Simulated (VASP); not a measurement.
A run of VASP 6.6.1 is set up as follows.

File INCAR:

```
  PREC = Accurate
  ENCUT = 520
  EDIFF = 1E-6
  ISMEAR = 0
  SIGMA = 0.15
  LREAL = False
  LASPH = True
  NELM = 100
  ALGO = Fast
  ISIF = 2
  LWAVE = False
  LCHARG = False
  GGA = PS
  NBANDS = 22
```

KPOINTS

```
Automatic mesh
0
Gamma
  24 24 12
```

POSCAR

```
Rh
1.0
    2.6455794327      0.0000000000      0.0000000000
   -1.3227897163      2.2911389964      0.0000000000
    0.0000000000      0.0000000000      4.7190077839
Rh
2
Direct
    0.6666666667      0.3333333333      0.7500000000
    0.3333333333      0.6666666667      0.2500000000
```

Potentials or basis: VASP PAW PBE potentials, release 64 (Rh_pv).

Command:

```sh
$ cat potpaw_PBE.64/Rh_pv/POTCAR > POTCAR
$ mpirun -np 1 vasp_std > vasp.out
```

(1) Estimate the pressure.

(2) Predict the band gap on the k mesh.

Answers

(1) -11.3 GPa.

(2) zero (bands 15 and 16 overlap by 2.51 eV).

Caveat: the stress differs along the axes, from -27 to -3 GPa; the PAW data sets were made with another functional, which shifts forces and pressure a little.
